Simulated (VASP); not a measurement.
Input of a VASP 6.6.1 run:

File POSCAR:

```
Os
1.0
    2.7393806551      0.0000000000      0.0000000000
   -1.3696903275      2.3723732379      0.0000000000
    0.0000000000      0.0000000000      4.3138178725
Os
2
Direct
    0.3333333333      0.6666666667      0.2500000000
    0.6666666667      0.3333333333      0.7500000000
```

Contents of INCAR.step1:

```
SYSTEM = Os
PREC = Accurate ; ENCUT = 620
ISMEAR = 0 ; SIGMA = 1.0
LREAL = .FALSE. ; LASPH = .TRUE.
NELM = 120 ; NBANDS = 23
GGA = PE ; ALGO = Normal
EDIFF = 1E-5 ; LWAVE = .TRUE.
LCHARG = .FALSE. ; GGA_COMPAT = .FALSE.
```

File INCAR.step2:

```
SYSTEM = Os
PREC = Accurate ; ENCUT = 620
EDIFF = 1E-6 ; ISMEAR = 0
SIGMA = 1.0 ; LREAL = .FALSE.
LASPH = .TRUE. ; NELM = 120
ALGO = Normal ; ISIF = 2
LWAVE = .FALSE. ; LCHARG = .FALSE.
METAGGA = R2SCAN ; LMIXTAU = .TRUE.
NBANDS = 23 ; ISTART = 1
GGA_COMPAT = .FALSE.
```

KPOINTS

```
regular mesh
0
G
  13 13 7
  0 0 0
```

Potentials or basis: VASP PAW PBE potentials, release 64 (Os_sv_GW).

Command:

```sh
$ cat potpaw_PBE.64/Os_sv_GW/POTCAR > POTCAR
$ cp INCAR.step1 INCAR
$ mpirun -np 1 vasp_std > vasp.out
$ cp INCAR.step2 INCAR
$ mpirun -np 1 vasp_std > vasp.out
```

(1) What does it give for the pressure?

(2) Estimate the band gap on the k mesh.

Results:

(1) 1.9 GPa.

(2) zero (bands 16 and 17 overlap by 3.99 eV).

Caveat: so wide a smearing shifts energies and pressures; the PAW data sets were made with another functional, which shifts forces and pressure a little; spin-orbit coupling is left out, which moves the levels of the heavy elements.
